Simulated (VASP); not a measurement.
A run of VASP 6.6.1:

The input INCAR:

```
PREC = Accurate
ENCUT = 550
EDIFF = 1E-6
ISMEAR = 0
SIGMA = 0.1
LREAL = F
LASPH = T
NELM = 300
ALGO = All
ISIF = 2
LWAVE = F
LCHARG = T
GGA = PS
LVHAR = T
NBANDS = 58
GGA_COMPAT = F
ISEARCH = 1
KPAR = 4
```

File KPOINTS:

```
regular mesh
0
Gamma
  8 8 8
```

POSCAR

```
Ti
1.0
    5.1088973391      0.0000000000      0.0000000000
    0.0000000000      5.1088973391      0.0000000000
    0.0000000000      0.0000000000      5.1088973391
Ti
8
Direct
    0.5000000000      0.5000000000      0.5000000000
    0.0000000000      0.0000000000      0.0000000000
    0.2500000000      0.0000000000      0.5000000000
    0.5000000000      0.2500000000      0.0000000000
    0.5000000000      0.7500000000      0.0000000000
    0.7500000000      0.0000000000      0.5000000000
    0.0000000000      0.5000000000      0.7500000000
    0.0000000000      0.5000000000      0.2500000000
```

Potentials or basis: VASP PAW PBE potentials, release 64 (Ti_sv).

Run with:

```console
$ cat potpaw_PBE.64/Ti_sv/POTCAR > POTCAR
$ mpirun -np 4 vasp_std > vasp.out
```

Hardware: 4 MPI ranks on Intel(R) Xeon(R) Platinum 8488C (Sapphire Rapids) (shared host).

Task: Estimate the wall time of this run.

Result: It took 2.6 min on 4 MPI ranks on Intel(R) Xeon(R) Platinum 8488C (Sapphire Rapids), with other jobs on the host, peak memory 0.6 GiB a rank. Counts: scf iterations 35, k points 35.
